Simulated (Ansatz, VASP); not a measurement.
## One calculation of SiAg2As2, two programs

```
Si Ag As
1.0
     3.84019    0.00000    0.00000
    -1.92009    3.32570    0.00000
     0.00000    0.00000    8.44628
Si Ag As
1 2 2
Direct
  0.00000 0.00000 0.00000
  0.00000 0.00000 0.29836
  0.00000 0.00000 0.70164
  0.33333 0.66667 0.00000
  0.66667 0.33333 0.00000
```

Alike in both runs: task single point; functional PBE; k mesh 6 × 6 × 2; occupations gaussian, width 0.1 eV; no spin polarisation.

|  | VASP | Ansatz |
| --- | --- | --- |
| version | VASP 6.6.1 | Ansatz 0.2.0 |
| potentials or method | VASP PAW PBE potentials, release 64 (Si, Ag, As), cutoff 520 eV | scalar-relativistic, plane waves, PAW |
| valence electrons in the cell | 36 | 72 |

VASP gave:

| Item | Value |
| --- | --- |
| gap on the k mesh at the Fermi level (eV) | none |
| rms of the force components (eV/Å) | 0.340 |

**Question.** Which values does Ansatz return?

**Answer.** gap on the k mesh at the Fermi level (eV): none; rms of the force components (eV/Å): 0.337.

Atom by atom the forces differ by 0.003 eV/Å (rms over components). A gap of «none» marks a metal or a gap that the smearing closes. The functional is the same, so the differences come from potentials, cutoffs and numerics. VASP's potentials hold 36 valence electrons a cell and Ansatz's 72, so a difference there can come from the potentials and not from the codes.

The k mesh is coarse, so the values compare programs but aren't converged.
